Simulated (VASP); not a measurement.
# SiSn5 (P-62m) in VASP: further runs

SiSn5 is run at these levels: PBE; tasks: single point, relaxation of cell and atoms.

Everything below comes from runs of VASP 6.6.1. Logs are shortened: lines on timing, memory, paths and dates and some standing lists are left out, and cuts for length are marked.

## Step 1: The cell of the first run

The structure is hexagonal, space group P-62m (No. 189). Conventional cell: a = 5.766 Å, b = 5.766 Å, c = 5.403 Å, α = 90.00°, β = 90.00°, γ = 120.00°. Si (site symmetry -62m) has 12 Sn at 3.32 to 3.33 Å within 4.4 Å. Within 4.4 Å of Sn (site symmetry -6) lie 9 Sn at 3.32 to 3.33 Å and 3 Si at 3.33 Å. Within 4.4 Å of Sn (site symmetry m2m) lie 2 Si at 3.32 Å and 10 Sn at 3.32 to 3.33 Å.

## Step 2: Single point, PBE

INCAR reads:

```
SYSTEM = SiSn5
PREC = Accurate
ENCUT = 520
EDIFF = 1E-6
ISMEAR = 0
SIGMA = 0.1
LREAL = .FALSE.
LASPH = .TRUE.
NELM = 100
ALGO = Fast
ISIF = 2
LWAVE = .FALSE.
LCHARG = .FALSE.
GGA = PE
NBANDS = 46
```

KPOINTS reads:

```
regular mesh
0
G
  3 3 4
  0 0 0
```

POSCAR reads:

```
SiSn5
1.0
    5.7659842800      0.0000000000      0.0000000000
   -2.8829921400      4.9934888700      0.0000000000
    0.0000000000      0.0000000000      5.4026027400
Si Sn
1 5
Direct
    0.0000000000      0.0000000000      0.0000000000
    0.3333333300      0.6666666700      0.0000000000
    0.6666666700      0.3333333300      0.0000000000
    0.6666666700      0.6666666700      0.5000000000
    0.3333333300      0.0000000000      0.5000000000
    0.0000000000      0.3333333300      0.5000000000
```

Potentials or basis: VASP PAW PBE potentials, release 64 (Si, Sn_d).

Started as:

```bash
$ cat potpaw_PBE.64/Si/POTCAR potpaw_PBE.64/Sn_d/POTCAR > POTCAR
$ mpirun -np 1 vasp_std > vasp.out
```

OUTCAR:

```text
SYSTEM = SiSn5
   PREC = Accurate
   ENCUT = 520
   EDIFF = 1E-6
   ISMEAR = 0
   LREAL = .FALSE.
   LASPH = .TRUE.
   NELM = 100
   ISIF = 2
   GGA = PE

 ion  position               nearest neighbor table
   1  0.000  0.000  0.000-   5 3.32   5 3.32   6 3.32   4 3.32   4 3.32   6 3.32   2 3.33   3 3.33
                             3 3.33   2 3.33   3 3.33   2 3.33
   2  0.333  0.667  0.000-   5 3.32   5 3.32   6 3.32   6 3.32   4 3.32   4 3.32   1 3.33   3 3.33
                             3 3.33   1 3.33   1 3.33   3 3.33
   3  0.667  0.333  0.000-   6 3.32   6 3.32   5 3.32   5 3.32   4 3.32   4 3.32   1 3.33   2 3.33
                             2 3.33   1 3.33   1 3.33   2 3.33
   4  0.667  0.667  0.500-   1 3.32   1 3.32   2 3.32   2 3.32   3 3.32   3 3.32   5 3.33   6 3.33
                             5 3.33   6 3.33   6 3.33   5 3.33
   5  0.333  0.000  0.500-   1 3.32   1 3.32   2 3.32   2 3.32   3 3.32   3 3.32   6 3.33   4 3.33
                             4 3.33   6 3.33   6 3.33   4 3.33
   6  0.000  0.333  0.500-   3 3.32   3 3.32   1 3.32   1 3.32   2 3.32   2 3.32   5 3.33   4 3.33
                             5 3.33   4 3.33   4 3.33   5 3.33

  LATTYP: Found a hexagonal cell.
 ALAT       =     5.7659842800
 C/A-ratio  =     0.9369784026

  Lattice vectors:

 A1 = (   5.7659842800,   0.0000000000,   0.0000000000)
 A2 = (  -2.8829921400,   4.9934888700,   0.0000000000)
 A3 = (   0.0000000000,   0.0000000000,   5.4026027400)

Analysis of symmetry for initial positions (statically):
=====================================================================
 Subroutine PRICEL returns:
 Original cell was already a primitive cell.

 Routine SETGRP: Setting up the symmetry group for a
 hexagonal supercell.

 Subroutine GETGRP returns: Found 12 space group operations
 (whereof 12 operations were pure point group operations)
 out of a pool of 24 trial point group operations.

The static configuration has the point symmetry D_3h.

Analysis of symmetry for dynamics (positions and initial velocities):
=====================================================================
 Subroutine PRICEL returns:
 Original cell was already a primitive cell.

 Routine SETGRP: Setting up the symmetry group for a
 hexagonal supercell.

 Subroutine GETGRP returns: Found 12 space group operations
 (whereof 12 operations were pure point group operations)
 out of a pool of 24 trial point group operations.

The dynamic configuration has the point symmetry D_3h.

 Subroutine INISYM returns: Found 12 space group operations
[... 92 lines left out ...]
   NSW    =      0    number of steps for IOM
   IBRION =     -1    ionic relax: 0-MD 1-quasi-New 2-CG
   NFREE  =      0    steps in history (QN), initial steepest desc. (CG)
   ISIF   =      2    stress and relaxation
   ISYM   =      2    0-nonsym 1-usesym 2-fastsym
   POTIM  = 0.5000    time-step for ionic-motion
   TEBEG  =    0.0;   TEEND  =   0.0 temperature during run
   PSTRESS=    0.0 pullay stress
   NELECT =      74.0000    total number of electrons
   NUPDOWN=      -1.0000    fix difference up-down
   EMIN   =  10.00;   EMAX   =-10.00  energy-range for DOS
   EFERMI =   0.00;   METHOD = LEGACY
   ISMEAR =     0;   SIGMA  =   0.10  broadening in eV -4-tet -1-fermi 0-gaus
   EFERMI_NEDOS =   21; number of points for ismear=-14 and -15
   IALGO  =     68    algorithm
   IMIX   =      4    mixing-type and parameters
     AMIX     =   0.40;   BMIX     =  1.00
     AMIX_MAG =   1.60;   BMIX_MAG =  1.00
  volume/ion in A,a.u.               =      25.93       174.95
  Fermi-wavevector in a.u.,A,eV,Ry     =   1.277983  2.415038 22.221601  1.633242
  Thomas-Fermi vector in A             =   2.410552
   LORBIT       =      0    0 simple, 1 ext, 2 COOP (PROOUT), +10 PAW based schemes
   GGA     = PE    functional components
   LHFCALC =     F    Hartree Fock is set to
   AEXX    =    0.0000 exact exchange contribution
   IVDW    =     0    specifies the selected vdW correction
   LEPSILON=     F    determine dielectric tensor
   LRPA    =     F    only Hartree local field effects (RPA)
 non-spin polarized calculation
 RMM-DIIS sequential band-by-band and
 Gauss-broadening in eV      SIGMA  =   0.10
  energy-cutoff  :      520.00
  volume of cell :      155.55
 maximum number of plane-waves:      4208
 NGX is ok and might be reduce to    48
   NGX = 21   NGY = 21   NGZ = 21

 number of electron      74.0000018 magnetization

 Free energy of the ion-electron system (eV)
  ---------------------------------------------------
  ext. energy  EPLUGINS =         0.00000000
  ---------------------------------------------------
  free energy    TOTEN  =       -23.37268744 eV

  energy without entropy =      -23.34041136  energy(sigma->0) =      -23.35654940

 E-fermi :   8.1667     XC(G=0): -10.3214

 val. band max:        8.0649306879   @ k =   0.3333   0.3333   0.2500
 cond. band min:       8.2104640130   @ k =   0.3333   0.0000   0.5000
 fundamental gap:      0.1455333250
 Fermi energy:         8.1667316831

 k-point     1 :       0.0000    0.0000    0.0000
  band No.  band energies     occupation
      1     -13.6902      2.00000
      2     -13.6902      2.00000
      3     -13.6639      2.00000
      4     -13.6441      2.00000
      5     -13.6441      2.00000
      6     -13.6352      2.00000
[... 430 lines left out ...]
     45      11.5574      0.00000
     46      12.0571      0.00000

------------------------ aborting loop because EDIFF is reached ----------------------------------------

  FORCE on cell =-STRESS in cart. coord.  units (eV):
  Direction    XX          YY          ZZ          XY          YZ          ZX
  --------------------------------------------------------------------------------------
  -------------------------------------------------------------------------------------
  Total       -1.1874299     -1.1874299      1.8895968      0.0000000     -0.0000000      0.0000000
  in kB      -12.2303249    -12.2303249     19.4625240      0.0000000     -0.0000000      0.0000000
  external PRESSURE =      -1.6660419 kB  Pullay stress =       0.0000000 kB

 VOLUME and BASIS-vectors are now :
 -----------------------------------------------------------------------------
  energy-cutoff  :      520.00
  volume of cell :      155.55
      direct lattice vectors                 reciprocal lattice vectors
     5.765984280  0.000000000  0.000000000     0.173430927  0.100130392  0.000000000
    -2.882992140  4.993488870  0.000000000     0.000000000  0.200260785  0.000000000
     0.000000000  0.000000000  5.402602740     0.000000000  0.000000000  0.185095971

 POSITION                                       TOTAL-FORCE (eV/Angst)
 -----------------------------------------------------------------------------------
      0.00000      0.00000      0.00000         0.000000     -0.000000     -0.000000
     -0.00000      3.32899      0.00000         0.000000     -0.000000     -0.000000
      2.88299      1.66450      0.00000         0.000000     -0.000000     -0.000000
      1.92199      3.32899      2.70130         0.164198      0.284400      0.000000
      1.92199      0.00000      2.70130        -0.328397     -0.000000      0.000000
     -0.96100      1.66450      2.70130         0.164198     -0.284400     -0.000000
 -----------------------------------------------------------------------------------
    total drift:                                0.000000     -0.000000     -0.000000

  FREE ENERGIE OF THE ION-ELECTRON SYSTEM (eV)
  ---------------------------------------------------
  free  energy   TOTEN  =       -23.3726874449 eV

  energy  without entropy=      -23.3404113592  energy(sigma->0) =      -23.35654940
```

stdout:

```text
POSCAR found type information on POSCAR SiSn
 POSCAR found :  2 types and       6 ions
 scaLAPACK will be used
 LDA part: xc-table for (Slater+PW92), standard interpolation
 POSCAR, INCAR and KPOINTS ok, starting setup
 FFT: planning ... GRIDC
 FFT: planning ... GRID_SOFT
 FFT: planning ... GRID
 WAVECAR not read
 entering main loop
```

Run time: 51 s. Hardware: 1 thread of AMD EPYC 9R45 (Zen 5), shared host; peak memory 0.27 GiB.

Results:

```yaml
Free_energy: -23.3727 eV
Pressure: -0.2 GPa
Largest_force: 0.328 eV/Å
Band_gap_on_the_k_mesh: zero (band 37 reaches 8.29 eV, above the bottom of band 38 at 5.97 eV)
```

Forces in eV/Å, atoms in the order of the input:
```
Si   0.000  0.000  0.000
Sn   0.000  0.000  0.000
Sn   0.000  0.000  0.000
Sn   0.164  0.284  0.000
Sn  -0.328  0.000  0.000
Sn   0.164 -0.284  0.000
```

Levels at points of the mesh, in eV from the Fermi level:
```tsv
k point	band 34	band 35	band 36	band 37	band 38	band 39	band 40	band 41	band 42	band 43
(0.00, 0.00, 0.00)	-3.52	-0.72	-0.52	-0.52	-0.47	0.22	0.29	0.29	0.59	0.63
(0.00, 0.00, 0.50)	-3.19	-3.19	-2.24	-2.24	-2.18	-2.18	0.78	0.85	4.24	4.90
```

Caveat: the k points lie up to 0.42 Å⁻¹ apart; spin-orbit coupling is left out, which moves the levels of the heavy elements.

## Step 3: Single point, PBE

This run uses another cell than the first one, of 25.83 Å³/atom, 0.996 times its volume.

INCAR reads:

```
  ALGO = Fast
  EDIFF = 1E-6
  ENCUT = 520
  GGA = PE
  ISIF = 2
  ISMEAR = 0
  LASPH = T
  LCHARG = F
  LREAL = F
  LWAVE = F
  NBANDS = 46
  NELM = 100
  PREC = Accurate
  SIGMA = 0.1
```

KPOINTS reads:

```
k-points
0
Gamma
  6 6 8
```

POSCAR reads:

```
SiSn5
1.0
    5.6417958269      0.0000000000      0.0000000000
   -2.8208979134      4.8859385090      0.0000000000
    0.0000000000      0.0000000000      5.6219075095
Si Sn
1 5
Direct
    0.0000000000      0.0000000000      0.0000000000
    0.3333333333      0.6666666667      0.0000000000
    0.6666666667      0.3333333333      0.0000000000
    0.6746476124      0.6746476124      0.5000000000
    0.3253523876      0.0000000000      0.5000000000
    0.0000000000      0.3253523876      0.5000000000
```

Potentials or basis: VASP PAW PBE potentials, release 64 (Si, Sn_d).

Started as:

```bash
$ cat potpaw_PBE.64/Si/POTCAR potpaw_PBE.64/Sn_d/POTCAR > POTCAR
$ mpirun -np 1 vasp_std > vasp.out
```

It took 2.4 min on 1 thread of AMD EPYC 9R45 (Zen 5), shared host; peak memory 0.33 GiB.

It converged, with:

| Item | Value |
| --- | --- |
| Free energy | -23.2471 eV |
| Pressure | 0.0 GPa |
| Band gap on the k mesh | zero (band 37 reaches 8.87 eV, above the bottom of band 38 at 5.98 eV) |

Levels at points of the mesh, in eV from the Fermi level:
```tsv
k point	band 34	band 35	band 36	band 37	band 38	band 39	band 40	band 41
(0.00, 0.00, 0.00)	-3.25	-1.06	-0.68	-0.68	-0.41	0.05	0.05	0.48
(0.50, 0.00, 0.00)	-2.72	-1.96	-0.82	-0.06	-0.02	0.87	0.93	1.11
(0.00, 0.00, 0.50)	-2.87	-2.77	-2.09	-2.09	-2.06	-2.06	0.17	0.19
(0.50, 0.00, 0.50)	0.39	0.52	0.55	0.83	1.55	1.65	1.65	1.81
```

Caveat: spin-orbit coupling is left out, which moves the levels of the heavy elements.

## Step 4: Single point, PBE

This run uses another cell than the first one, of 25.85 Å³/atom, 0.997 times its volume.

INCAR reads:

```
  PREC = Accurate
  ENCUT = 520
  EDIFF = 1E-6
  ISMEAR = 0
  SIGMA = 0.1
  LREAL = False
  LASPH = True
  NELM = 80
  ALGO = Fast
  ISIF = 2
  LWAVE = False
  LCHARG = False
  GGA = PE
  NBANDS = 46
```

KPOINTS reads:

```
regular mesh
0
Gamma
  12 12 8
```

POSCAR reads:

```
SiSn5
1.0
    5.7014089000      0.0000000000      0.0000000000
   -2.8507044500      4.9375649448      0.0000000000
    0.0000000000      0.0000000000      5.5086664987
Si Sn
1 5
Direct
    0.0000000000      0.0000000000      0.0000000000
    0.3333333333      0.6666666667      0.0000000000
    0.6666666667      0.3333333333      0.0000000000
    0.6776995008      0.6776995008      0.5000000000
    0.3223004992      0.0000000000      0.5000000000
    0.0000000000      0.3223004992      0.5000000000
```

Started as:

```bash
$ cat potpaw_PBE.64/Si/POTCAR potpaw_PBE.64/Sn_d/POTCAR > POTCAR
$ mpirun -np 1 vasp_std > vasp.out
```

Run time: 6.4 min. Hardware: 1 thread of AMD EPYC 9R45 (Zen 5), shared host; peak memory 0.56 GiB.

Results (log left out):

| Item | Value |
| --- | --- |
| Free energy | -23.2515 eV |
| Pressure | -0.1 GPa |
| Largest force | 0.003 eV/Å |
| Band gap on the k mesh | zero (band 37 reaches 9.05 eV, above the bottom of band 38 at 5.99 eV) |

Forces in eV/Å, atoms in the order of the input:
```
Si   0.000  0.000  0.000
Sn   0.000  0.000  0.000
Sn   0.000  0.000  0.000
Sn  -0.002 -0.003  0.000
Sn   0.003  0.000  0.000
Sn  -0.002  0.003  0.000
```

Levels at points of the mesh, in eV from the Fermi level:
```tsv
k point	band 34	band 35	band 36	band 37	band 38	band 39	band 40	band 41
(0.00, 0.00, 0.00)	-3.18	-0.85	-0.39	-0.39	-0.05	0.39	0.39	0.54
(0.50, 0.00, 0.00)	-2.40	-1.59	-0.73	-0.16	-0.07	0.79	0.89	1.24
(0.00, 0.00, 0.50)	-2.80	-2.66	-1.95	-1.95	-1.90	-1.90	0.67	0.71
(0.50, 0.00, 0.50)	0.43	0.52	0.55	0.86	1.78	1.82	1.93	1.96
```

Caveat: spin-orbit coupling is left out, which moves the levels of the heavy elements.

## Step 5: Relaxation of cell and atoms, PBE

INCAR reads:

```
ALGO     = Fast           # electronic algorithm
EDIFF    = 1E-6           # SCF threshold, eV
EDIFFG   = -0.01          # ionic threshold
ENCUT    = 600            # plane-wave cutoff, eV
GGA      = PE             # functional
IBRION   = 2              # ionic algorithm
ISIF     = 3              # what is computed and relaxed
ISMEAR   = 0              # smearing method
LASPH    = T              # aspherical terms in the spheres
LCHARG   = F              # write CHGCAR
LREAL    = F              # projectors in reciprocal space
LWAVE    = F              # write WAVECAR
NELM     = 80             # most SCF steps
NSW      = 100            # ionic steps
PREC     = Accurate       # precision mode
SIGMA    = 0.1            # smearing width, eV
```

KPOINTS reads:

```
k-points
0
Gamma
  6 6 8
```

POSCAR reads:

```
SiSn5
1.0
    5.7659842800      0.0000000000      0.0000000000
   -2.8829921400      4.9934888700      0.0000000000
    0.0000000000      0.0000000000      5.4026027400
Si Sn
1 5
Direct
    0.0000000000      0.0000000000      0.0000000000
    0.3333333300      0.6666666700      0.0000000000
    0.6666666700      0.3333333300      0.0000000000
    0.6666666700      0.6666666700      0.5000000000
    0.3333333300      0.0000000000      0.5000000000
    0.0000000000      0.3333333300      0.5000000000
```

Started as:

```bash
$ cat potpaw_PBE.64/Si/POTCAR potpaw_PBE.64/Sn_d/POTCAR > POTCAR
$ mpirun -np 1 vasp_std > vasp.out
```

Run time: 49 min. Hardware: 1 thread of Oxide Virtual Turin-like, shared host; peak memory 0.45 GiB.

Results (log left out):

```
Free energy                            : -23.2470 eV
Relaxed volume                         : 25.81 Å³/atom
Relaxed cell                           : a = 5.642 Å, b = 5.642 Å, c = 5.618 Å, α = 90.00°, β = 90.00°, γ = 120.00°
Space group after relaxing (to 0.05 Å) : P-62m (No. 189)
Energy gained by relaxing              : 10.9 meV/atom
Ionic steps                            : 7
Pressure after relaxing                : 0.1 GPa
Band gap on the k mesh                 : zero (band 37 reaches 8.88 eV, above the bottom of band 38 at 5.99 eV)
```

The path:
| step | energy change (eV) | largest force (eV/Å) | pressure (GPa) | volume (Å³) |
| --- | --- | --- | --- | --- |
| 1 | 0.0000 | 0.3324 | -0.05 | 155.55 |
| 2 | -0.0408 | 0.2343 | -0.01 | 155.36 |
| 3 | -0.0614 | 0.0912 | 0.03 | 155.06 |
| 4 | -0.0349 | 0.2456 | 0.50 | 154.29 |
| 5 | -0.0649 | 0.0270 | 0.05 | 154.91 |
| 6 | -0.0652 | 0.0133 | 0.06 | 154.83 |
| 7 | -0.0652 | 0.0015 | 0.05 | 154.86 |

Final structure:
```
CELL_PARAMETERS angstrom
5.64150 0.00000 0.00000
-2.82075 4.88568 0.00000
0.00000 0.00000 5.61840
ATOMIC_POSITIONS crystal
Si 0.00000 0.00000 0.00000
Sn 0.33333 0.66667 0.00000
Sn 0.66667 0.33333 0.00000
Sn 0.67468 0.67468 0.50000
Sn 0.32532 0.00000 0.50000
Sn 0.00000 0.32532 0.50000
```

Levels at points of the mesh, in eV from the Fermi level:
```
           k point  band 33  band 34  band 35  band 36  band 37  band 38  band 39  band 40  band 41  band 42
(0.00, 0.00, 0.00)    -3.25    -3.25    -1.06    -0.68    -0.68    -0.40     0.06     0.06     0.48     0.93
(0.50, 0.00, 0.00)    -3.20    -2.71    -1.95    -0.82    -0.07    -0.02     0.87     0.93     1.11     2.51
(0.00, 0.00, 0.50)    -2.87    -2.87    -2.78    -2.09    -2.09    -2.06    -2.06     0.17     0.20     3.84
(0.50, 0.00, 0.50)    -4.13     0.39     0.52     0.55     0.84     1.55     1.65     1.66     1.81     2.45
```

Caveat: spin-orbit coupling is left out, which moves the levels of the heavy elements.

## Step 6: Overview

```csv
task,cell,k mesh,cutoff (eV),gap on the mesh (eV),pressure (GPa)
single point,"a = 5.766, b = 5.766, c = 5.403 Å, angles 90.0, 90.0, 120.0°, 6 atoms",3 × 3 × 4,520,none,-0.2
single point,"a = 5.642, b = 5.642, c = 5.622 Å, angles 90.0, 90.0, 120.0°, 6 atoms",6 × 6 × 8,520,none,0.0
single point,"a = 5.701, b = 5.701, c = 5.509 Å, angles 90.0, 90.0, 120.0°, 6 atoms",12 × 12 × 8,520,none,-0.1
relaxation of cell and atoms,"relaxed from a = 5.766, b = 5.766, c = 5.403 Å, angles 90.0, 90.0, 120.0°, 6 atoms",6 × 6 × 8,600,none,0.1
```

Alike in all rows: level PBE; potentials or basis VASP PAW PBE potentials, release 64 (Si, Sn_d); no spin polarisation; smearing gaussian 0.1 eV.

Caveats: some runs use coarse meshes; spin-orbit coupling is left out, which moves the levels of the heavy elements.

Total energies depend on the potentials used, so only differences within one code and one set of settings carry meaning.
